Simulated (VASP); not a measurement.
Here is a VASP 6.6.1 calculation.

Contents of INCAR:

```
SYSTEM = Al
ALGO     = Fast           ! electronic algorithm
EDIFF    = 1E-6           ! SCF threshold, eV
ENCUT    = 520            ! plane-wave cutoff, eV
GGA      = PE             ! functional
ISIF     = 2              ! what is computed and relaxed
ISMEAR   = 0              ! smearing method
LASPH    = .TRUE.         ! aspherical terms in the spheres
LCHARG   = .FALSE.        ! write CHGCAR
LREAL    = .FALSE.        ! projectors in reciprocal space
LWAVE    = .FALSE.        ! write WAVECAR
NBANDS   = 8              ! bands
NELM     = 100            ! most SCF steps
PREC     = Accurate       ! precision mode
SIGMA    = 0.15           ! smearing width, eV
```

KPOINTS

```
k-points
0
G
  20 20 20
  0 0 0
```

File POSCAR:

```
Al
1.0
    0.0000000000      2.1251790000      2.1251790000
    2.1251790000      0.0000000000      2.1251790000
    2.1251790000      2.1251790000      0.0000000000
Al
1
Direct
    0.0000000000      0.0000000000      0.0000000000
```

Potentials or basis: VASP PAW PBE potentials, release 64 (Al).

Launch:

```bash
$ cat potpaw_PBE.64/Al/POTCAR > POTCAR
$ mpirun -np 1 vasp_std > vasp.out
```

Problem. Predict the pressure.

Solution. -8.2 GPa.

Problem. What does it give for the band gap on the k mesh?

Solution. Zero (an odd number of electrons rules out a gap without spin polarisation).

Caveat: the cell differs from its parent crystal (strain +0.050 along x and y, +0.050 along z); the cell stands under tension.
